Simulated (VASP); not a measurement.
A run of VASP 6.6.1 is set up as follows.

Contents of POSCAR:

```
H7C2O
1.0
    8.2058770000      0.0000000000      0.0000000000
    0.0000000000      8.2128300000      0.0000000000
    0.0000000000      0.0000000000      8.2581590000
O C H
4 8 28
Direct
    0.6668878902      0.2236987737      0.8607850733
    0.8228127231      0.3677295159      1.0305928961
    0.3964841296      0.5945940681      0.5095687792
    0.4250977683      0.6155856142      0.7801859955
    0.6998764422      0.3554560365      0.9554550839
    0.3582919900      0.6610510628      0.6566354559
    0.6784162132     -0.0717170573      0.5687345085
    0.7495116000      0.8159428601      0.0372480113
    0.9439210459      0.4938614339      0.6479410241
    0.2241198595      0.1955233458      0.1709339818
    0.6561151233      0.3349271810      0.4114839639
    0.2400352820      0.1111797030      0.7071551904
    0.7561653678      0.1540151202      0.8829813037
    0.6089050567      0.4426854081      0.9474750971
    0.4880526481      0.5219151011      0.5192077314
    0.2520998060      0.7385274016      0.6505324007
    0.5725530617     -0.0052600626      0.5140249782
    0.7818055279      0.0118473169      0.5664700813
    0.7080778813     -0.1777341063      0.4989731973
    0.6657423698     -0.1070033107      0.6908682674
    0.8269804678      0.8384564151     -0.0645543395
    0.8181331502      0.7509956982      0.1252216142
    0.6436240758      0.7412061372      0.0051827532
    0.7107710730      0.9253083286      0.0914973906
    1.0522945933      0.5342859891      0.7072278458
    0.8847805055      0.3951743796      0.7085961895
    0.9700730342      0.4553485218      0.5190260929
    0.8598349695      0.5978207268      0.6397067434
    0.1761420504      0.1267894258      0.2666211682
    0.1254466768      0.2227246881      0.0845345797
    0.3338704687      0.1521156532      0.1147471246
    0.2618367299      0.3162247362      0.1989426457
    0.6730907617      0.4667575002      0.3913463037
    0.6474384152      0.3040243132      0.5461871102
    0.7558728945      0.2806340811      0.3534080659
    0.5471444429      0.2929806169      0.3511436387
    0.2713786717      0.0303671207      0.8074196682
    0.3529787249      0.1322930098      0.6328286970
    0.2044022839      0.2386144605      0.7525284994
    0.1318323441      0.0542443957      0.6511499718
```

INCAR.step1

```
SYSTEM = H7C2O
PREC = Accurate
ENCUT = 520
ISMEAR = -1
SIGMA = 0.02
LREAL = Auto
LASPH = .True.
NELM = 100
NBANDS = 68
GGA = PE
ALGO = Normal
EDIFF = 1E-4
LWAVE = .True.
LCHARG = .False.
```

File INCAR.step2:

```
SYSTEM = H7C2O
PREC = Accurate
ENCUT = 520
EDIFF = 1E-6
ISMEAR = -1
SIGMA = 0.02
LREAL = Auto
LASPH = .True.
NELM = 100
ALGO = Normal
ISIF = 2
LWAVE = .False.
LCHARG = .False.
METAGGA = R2SCAN
LMIXTAU = .True.
IVDW = 12
VDW_S6 = 1.0
VDW_S8 = 0.78981345
VDW_A1 = 0.49484001
VDW_A2 = 5.73083694
NBANDS = 68
ISTART = 1
```

KPOINTS

```
regular mesh
0
Gamma
  1 1 1
  0 0 0
```

Potentials or basis: VASP PAW PBE potentials, release 64 (O, C, H).

Launch:

```bash
$ cat potpaw_PBE.64/O/POTCAR potpaw_PBE.64/C/POTCAR potpaw_PBE.64/H/POTCAR > POTCAR
$ cp INCAR.step1 INCAR
$ mpirun -np 1 vasp_gam > vasp.out
$ cp INCAR.step2 INCAR
$ mpirun -np 1 vasp_gam > vasp.out
```

**Question.** What does it give for the largest force?

**Answer.** 2.607 eV/Å.

**Question.** Predict the dispersion energy per atom.

**Answer.** -0.014 eV.

**Question.** Estimate the pressure.

**Answer.** 0.5 GPa.

**Question.** What does it give for the band gap on the k mesh?

**Answer.** 5.56 eV.

Forces in eV/Å, atoms in the order of the input:
```
O   -1.007  1.047  0.160
O    1.457  0.163  1.181
O   -1.040  1.420  0.341
O   -0.216  0.743 -0.178
C    0.202 -1.523 -1.021
C    1.040 -2.381 -0.204
C   -0.037  1.310 -1.174
C   -0.507 -1.037 -0.269
C   -0.459  0.433 -2.109
C   -0.328  1.376 -1.882
C   -0.992  0.830  1.698
C    0.096  1.441  0.386
H    1.002 -1.199 -0.028
H   -1.769  1.482 -0.179
H    0.350 -0.313  0.293
H   -0.143  0.571 -0.221
H    0.629 -0.712  0.679
H    0.074  0.001 -0.218
H    0.074 -0.406 -0.473
H   -0.736 -0.264  1.162
H    0.260  0.091 -0.627
H    0.590 -0.550  0.634
H    0.183  0.265 -0.173
H   -0.504  1.245  0.431
H    0.570 -0.066  0.410
H   -0.062 -0.403  0.375
H   -0.009  0.318  1.188
H    0.081 -0.239  0.125
H   -0.116 -0.686  1.239
H    0.367 -0.631 -0.111
H    0.046 -1.010 -0.410
H    0.028  0.976  1.193
H   -0.191 -0.348  0.157
H    0.296  0.340 -1.534
H    1.298 -0.870 -0.334
H   -0.409  0.016 -0.122
H    0.153  0.365  0.196
H   -1.227 -0.555  0.152
H    0.296 -1.651 -0.261
H    0.660  0.412 -0.469
```

Caveat: the k points lie up to 0.77 Å⁻¹ apart; the PAW data sets were made with another functional, which shifts forces and pressure a little.
